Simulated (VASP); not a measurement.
A run of VASP 6.6.1 is set up as follows.

File INCAR:

```
  PREC = Accurate
  ENCUT = 520
  EDIFF = 1E-7
  ISMEAR = 0
  SIGMA = 0.15
  LREAL = F
  LASPH = T
  NELM = 60
  ALGO = Normal
  ISIF = 2
  LWAVE = F
  LCHARG = T
  GGA = PS
  LELF = T
  LVHAR = T
  NBANDS = 11
```

File KPOINTS:

```
regular mesh
0
Gamma
  14 14 8
```

The input POSCAR:

```
C
1.0
    2.0838931208     -1.2032060256      0.0000000000
    2.0838931208      1.2032060256      0.0000000000
   -1.3509178149      0.0000000000      3.4313236092
C
2
Direct
    0.8333600000      0.8333600000      0.0000900000
    0.1666400000      0.1666400000      0.9999100000
```

Potentials or basis: VASP PAW PBE potentials, release 64 (C).

Run with:

```sh
$ cat potpaw_PBE.64/C/POTCAR > POTCAR
$ mpirun -np 1 vasp_std > vasp.out
```

What does it give for the pressure?

20.4 GPa.

Stress tensor (GPa, compression positive):
```
30.28  0.00 -0.04
 0.00 30.23  0.00
-0.04  0.00  0.70
```

Caveat: the cell stands under pressure; this functional lacks dispersion, which binds the layers, so the pressure and a relaxed spacing across them are unreliable; the PAW data sets were made with another functional, which shifts forces and pressure a little.
